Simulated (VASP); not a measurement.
Here is a VASP 6.6.1 calculation.

INCAR

```
SYSTEM = Si6C5
  PREC = Accurate
  ENCUT = 520
  EDIFF = 1E-6
  ISMEAR = 0
  SIGMA = 0.01
  LREAL = .FALSE.
  LASPH = .TRUE.
  NELM = 60
  ALGO = Normal
  ISIF = 2
  LWAVE = .FALSE.
  LCHARG = .FALSE.
  GGA = PE
  IBRION = 2
  NSW = 65
  EDIFFG = -0.025
```

File KPOINTS:

```
Automatic mesh
0
G
  2 2 2
  0 0 0
```

File POSCAR:

```
Si6C5
1.0
    0.0000000000      0.0000000000      5.0742922929
    4.6379047741     -2.6776955698      0.0000000000
    0.0000000000      5.3553911397      0.0000000000
Si C
6 5
Direct
    0.4995817072      0.0000000000      0.3333333333
    0.4995817072      0.6666666667      0.6666666667
    0.4995817072      0.3333333333      1.0000000000
    0.9995817072      0.3333333333      0.3333333333
    0.9995817072      0.0000000000      0.6666666667
    0.9995817072      0.6666666667      1.0000000000
    0.8754182928      0.6666666667      0.6666666667
    0.8754182928      0.3333333333      1.0000000000
    0.3754182928      0.3333333333      0.3333333333
    0.3754182928      0.0000000000      0.6666666667
    0.3754182928      0.6666666667      1.0000000000
```

Potentials or basis: VASP PAW PBE potentials, release 64 (Si, C).

The run is started by

```sh
$ cat potpaw_PBE.64/Si/POTCAR potpaw_PBE.64/C/POTCAR > POTCAR
$ mpirun -np 1 vasp_std > vasp.out
```

Question: Estimate the band gap on the k mesh.

Answer: Zero (bands 22 and 23 overlap by 0.72 eV).

Question: Estimate the energy gained by relaxing.

Answer: 5.3 meV/atom.

Stress tensor (GPa, compression positive):
```
-5.64  0.00  0.00
 0.00 -5.64  0.00
 0.00  0.00  6.44
```

Caveat: the k points lie up to 0.68 Å⁻¹ apart, too coarse for converged energies and pressures of a metal; the cell differs from its parent crystal (atoms taken out).
